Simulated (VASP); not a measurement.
# Al (Pm-3m) in VASP: single point with LDA

Aim: the single point of Al with LDA.

Everything below comes from runs of VASP 6.6.1. Logs are shortened: lines on timing, memory, paths and dates and some standing lists are left out, and cuts for length are marked.

## 1. The cell of the first run

The structure is cubic, space group Pm-3m (No. 221). Conventional cell: a = 2.679 Å, b = 2.679 Å, c = 2.679 Å, α = 90.00°, β = 90.00°, γ = 90.00°. Within 3.5 Å of Al (site symmetry m-3m) lie 6 Al at 2.68 Å.

## 2. Single point, LDA

Contents of INCAR:

```
SYSTEM = Al
  PREC = Accurate
  ENCUT = 520
  EDIFF = 1E-6
  ISMEAR = -1
  SIGMA = 0.13605693000000002
  LREAL = .False.
  LASPH = .True.
  NELM = 80
  ALGO = Normal
  ISIF = 2
  LWAVE = .False.
  LCHARG = .False.
  GGA = CA
  NBANDS = 8
```

Contents of KPOINTS:

```
Automatic mesh
0
Gamma
  12 12 12
  0 0 0
```

Contents of POSCAR:

```
Al
1.0
    2.6790328433      0.0000000000      0.0000000000
    0.0000000000      2.6790328433      0.0000000000
    0.0000000000      0.0000000000      2.6790328433
Al
1
Direct
    0.0000000000      0.0000000000      0.0000000000
```

Potentials or basis: VASP PAW LDA potentials, release 64 (Al).

On the command line:

```bash
$ cat potpaw_LDA.64/Al/POTCAR > POTCAR
$ mpirun -np 1 vasp_std > vasp.out
```

OUTCAR:

```text
SYSTEM = Al
   PREC = Accurate
   ENCUT = 520
   EDIFF = 1E-6
   ISMEAR = -1
   LREAL = .False.
   LASPH = .True.
   NELM = 80
   ISIF = 2
   GGA = CA

 ion  position               nearest neighbor table
   1  0.000  0.000  0.000-

  LATTYP: Found a simple cubic cell.
 ALAT       =     2.6790328433

  Lattice vectors:

 A1 = (   2.6790328433,   0.0000000000,   0.0000000000)
 A2 = (   0.0000000000,   2.6790328433,   0.0000000000)
 A3 = (   0.0000000000,   0.0000000000,   2.6790328433)

Analysis of symmetry for initial positions (statically):
=====================================================================
 Subroutine PRICEL returns:
 Original cell was already a primitive cell.

 Routine SETGRP: Setting up the symmetry group for a
 simple cubic supercell.

 Subroutine GETGRP returns: Found 48 space group operations
 (whereof 48 operations were pure point group operations)
 out of a pool of 48 trial point group operations.

The static configuration has the point symmetry O_h .

Analysis of symmetry for dynamics (positions and initial velocities):
=====================================================================
 Subroutine PRICEL returns:
 Original cell was already a primitive cell.

 Routine SETGRP: Setting up the symmetry group for a
 simple cubic supercell.

 Subroutine GETGRP returns: Found 48 space group operations
 (whereof 48 operations were pure point group operations)
 out of a pool of 48 trial point group operations.

The dynamic configuration has the point symmetry O_h .

 Subroutine INISYM returns: Found 48 space group operations
 (whereof 48 operations are pure point group operations),
 and found     1 'primitive' translations

----------------------------------------------------------------------------------------

                                     Primitive cell

  volume of cell :      19.2280

  direct lattice vectors                    reciprocal lattice vectors
     2.679032843  0.000000000  0.000000000     0.373269033  0.000000000  0.000000000
     0.000000000  2.679032843  0.000000000     0.000000000  0.373269033  0.000000000
     0.000000000  0.000000000  2.679032843     0.000000000  0.000000000  0.373269033

  length of vectors
     2.679032843  2.679032843  2.679032843     0.373269033  0.373269033  0.373269033

  position of ions in fractional coordinates (direct lattice)
     0.000000000  0.000000000  0.000000000

  ion indices of the primitive-cell ions
   primitive index   ion index
                 1           1

----------------------------------------------------------------------------------------

 KPOINTS: Automatic mesh

Automatic generation of k-mesh.
 Grid dimensions read from file:
 generate k-points for:   12   12   12

 Generating k-lattice:

  Cartesian coordinates                     Fractional coordinates (reciprocal lattice)
     0.031105753  0.000000000  0.000000000     0.083333333  0.000000000  0.000000000
     0.000000000  0.031105753  0.000000000     0.000000000  0.083333333  0.000000000
     0.000000000  0.000000000  0.031105753     0.000000000  0.000000000  0.083333333

  Length of vectors
     0.031105753  0.031105753  0.031105753

  Shift w.r.t. Gamma in fractional coordinates (k-lattice)
     0.000000000  0.000000000  0.000000000

 Subroutine IBZKPT returns following result:
 ===========================================

 Found     84 irreducible k-points:

 Following reciprocal coordinates:
            Coordinates               Weight
  0.000000  0.000000  0.000000      1.000000
  0.083333  0.000000  0.000000      6.000000
  0.166667  0.000000  0.000000      6.000000
  0.250000  0.000000  0.000000      6.000000
  0.333333  0.000000  0.000000      6.000000
  0.416667  0.000000  0.000000      6.000000
[... 16 lines left out ...]
  0.333333  0.333333  0.000000     12.000000
  0.416667  0.333333  0.000000     24.000000
 [... further k-points ...]
   k-points           NKPTS =     84   k-points in BZ     NKDIM =     84   number of bands    NBANDS=      8
   number of dos      NEDOS =    301   number of ions     NIONS =      1
   total plane-waves  NPLWV =   8000
   dimension x,y,z NGX =    20 NGY =   20 NGZ =   20
   dimension x,y,z NGXF=    40 NGYF=   40 NGZF=   40
   ions per type =               1
   NGX,Y,Z   is equivalent  to a cutoff of  12.41, 12.41, 12.41 a.u.
   NGXF,Y,Z  is equivalent  to a cutoff of  24.82, 24.82, 24.82 a.u.
 SYSTEM =  Al
   PREC   = accura    normal or accurate (medium, high low for compatibility)
   ISTART =      0    job   : 0-new  1-cont  2-samecut
   ICHARG =      2    charge: 1-file 2-atom 10-const
   ISPIN  =      1    spin polarized calculation?
   LNONCOLLINEAR =      F non collinear calculations
   LSORBIT =      F    spin-orbit coupling
   LASPH  =      T    aspherical Exc in radial PAW
   ENCUT  =  520.0 eV  38.22 Ry    6.18 a.u.   4.98  4.98  4.98*2*pi/ulx,y,z
   NELM   =     80;   NELMIN=  2; NELMDL= -5     # of ELM steps
   EDIFF  = 0.1E-05   stopping-criterion for ELM
   LREAL  =      F    real-space projection
   EDIFFG = 0.1E-04   stopping-criterion for IOM
   NSW    =      0    number of steps for IOM
   IBRION =     -1    ionic relax: 0-MD 1-quasi-New 2-CG
   NFREE  =      0    steps in history (QN), initial steepest desc. (CG)
   ISIF   =      2    stress and relaxation
   ISYM   =      2    0-nonsym 1-usesym 2-fastsym
   POTIM  = 0.5000    time-step for ionic-motion
   TEBEG  =    0.0;   TEEND  =   0.0 temperature during run
   PSTRESS=    0.0 pullay stress
   NELECT =       3.0000    total number of electrons
   NUPDOWN=      -1.0000    fix difference up-down
   EMIN   =  10.00;   EMAX   =-10.00  energy-range for DOS
   EFERMI =   0.00;   METHOD = LEGACY
   ISMEAR =    -1;   SIGMA  =   0.14  broadening in eV -4-tet -1-fermi 0-gaus
   EFERMI_NEDOS =   21; number of points for ismear=-14 and -15
   IALGO  =     38    algorithm
   IMIX   =      4    mixing-type and parameters
     AMIX     =   0.40;   BMIX     =  1.00
     AMIX_MAG =   1.60;   BMIX_MAG =  1.00
  volume/ion in A,a.u.               =      19.23       129.76
  Fermi-wavevector in a.u.,A,eV,Ry     =   0.881327  1.665467 10.568159  0.776738
  Thomas-Fermi vector in A             =   2.001808
   LORBIT       =      0    0 simple, 1 ext, 2 COOP (PROOUT), +10 PAW based schemes
   GGA     = CA    functional components
   LHFCALC =     F    Hartree Fock is set to
   AEXX    =    0.0000 exact exchange contribution
   IVDW    =     0    specifies the selected vdW correction
   LEPSILON=     F    determine dielectric tensor
   LRPA    =     F    only Hartree local field effects (RPA)
 non-spin polarized calculation
  energy-cutoff  :      520.00
  volume of cell :       19.23
 maximum number of plane-waves:       552
 NGX is ok and might be reduce to    20
   NGX =  9   NGY =  9   NGZ =  9

 number of electron       3.0000000 magnetization

 Free energy of the ion-electron system (eV)
  ---------------------------------------------------
  ext. energy  EPLUGINS =         0.00000000
  ---------------------------------------------------
  free energy    TOTEN  =        -3.81748270 eV

  energy without entropy =       -3.78697978  energy(sigma->0) =       -3.80223124

 E-fermi :   5.8596     XC(G=0):  -9.7227

 val. band max:        5.8217902979   @ k =   0.5000   0.4167   0.2500
 cond. band min:       5.9226597904   @ k =   0.3333   0.1667   0.1667
 fundamental gap:      0.1008694924
 Fermi energy:         5.8596463434

 k-point     1 :       0.0000    0.0000    0.0000
  band No.  band energies     occupation
      1      -3.9226      2.00000
      2      13.9932      0.00000
      3      13.9932      0.00000
      4      15.2683      0.00000
      5      15.2683      0.00000
      6      15.2683      0.00000
      7      21.7788      0.00000
      8      30.2378      0.00000

 k-point     2 :       0.0833    0.0000    0.0000
  band No.  band energies     occupation
      1      -3.7813      2.00000
      2      12.0099      0.00000
      3      14.1112      0.00000
      4      15.3858      0.00000
      5      15.3858      0.00000
      6      16.9769      0.00000
      7      22.3612      0.00000
      8      29.1808      0.00000

 k-point     3 :       0.1667    0.0000    0.0000
  band No.  band energies     occupation
      1      -3.3586      2.00000
      2       9.5140      0.00000
      3      14.4574      0.00000
      4      15.7380      0.00000
      5      15.7380      0.00000
      6      18.6168      0.00000
      7      24.0917      0.00000
      8      27.1430      0.00000

 k-point     4 :       0.2500    0.0000    0.0000
  band No.  band energies     occupation
      1      -2.6586      2.00000
      2       7.1243      0.00018
      3      15.0032      0.00000
      4      16.3227      0.00000
      5      16.3227      0.00000
      6      19.8505      0.00000
      7      25.0228      0.00000
      8      25.0228      0.00000

 k-point     5 :       0.3333    0.0000    0.0000
  band No.  band energies     occupation
      1      -1.6901      2.00000
      2       4.9227      1.99796
      3      15.6777      0.00000
      4      17.1326      0.00000
      5      17.1326      0.00000
      6      20.9835      0.00000
      7      23.0581      0.00000
      8      23.0581      0.00000
[... 177 lines left out ...]
 k-point    22 :       0.5000    0.2500    0.0000
  band No.  band energies     occupation
      1       1.8454      2.00000
      2       2.8087      2.00000
      3      11.1414      0.00000
      4      13.0080      0.00000
      5      19.8556      0.00000
      6      21.3654      0.00000
      7      22.0674      0.00000
      8      24.1695      0.00000

 k-point    23 :       0.3333    0.3333    0.0000
  band No.  band energies     occupation
      1       0.5150      2.00000
      2       6.3457      0.05464
      3       7.8226      0.00000
      4      13.6125      0.00000
      5      18.9396      0.00000
      6      21.3560      0.00000
      7      24.0521      0.00000
      8      25.4501      0.00000

 k-point    24 :       0.4167    0.3333    0.0000
  band No.  band energies     occupation
      1       1.7136      2.00000
      2       4.9708      1.99709
      3       8.3444      0.00000
      4      11.8177      0.00000
      5      19.8924      0.00000
      6      22.4540      0.00000
      7      22.9298      0.00000
      8      25.5760      0.00000

 [... further k-points ...]
[... 5 lines left out ...]
  --------------------------------------------------------------------------------------
  -------------------------------------------------------------------------------------
  Total        0.0425797      0.0425797      0.0425797      0.0000000     -0.0000000      0.0000000
  in kB        3.5479641      3.5479641      3.5479641      0.0000000     -0.0000000      0.0000000
  external PRESSURE =       3.5479641 kB  Pullay stress =       0.0000000 kB

 VOLUME and BASIS-vectors are now :
 -----------------------------------------------------------------------------
  energy-cutoff  :      520.00
  volume of cell :       19.23
      direct lattice vectors                 reciprocal lattice vectors
     2.679032843  0.000000000  0.000000000     0.373269033  0.000000000  0.000000000
     0.000000000  2.679032843  0.000000000     0.000000000  0.373269033  0.000000000
     0.000000000  0.000000000  2.679032843     0.000000000  0.000000000  0.373269033

 POSITION                                       TOTAL-FORCE (eV/Angst)
 -----------------------------------------------------------------------------------
      0.00000      0.00000      0.00000         0.000000      0.000000      0.000000
 -----------------------------------------------------------------------------------
    total drift:                                0.000000      0.000000      0.000000

  FREE ENERGIE OF THE ION-ELECTRON SYSTEM (eV)
  ---------------------------------------------------
  free  energy   TOTEN  =        -3.8174827012 eV

  energy  without entropy=       -3.7869797779  energy(sigma->0) =       -3.80223124
```

Wall time 7.6 s (1 thread of Intel Xeon Platinum 8375C at 2.90GHz (Ice Lake), shared host); peak memory 0.11 GiB.

What came out:

| Quantity | Value |
| --- | --- |
| Free energy | -3.8175 eV |
| Pressure | 0.4 GPa |
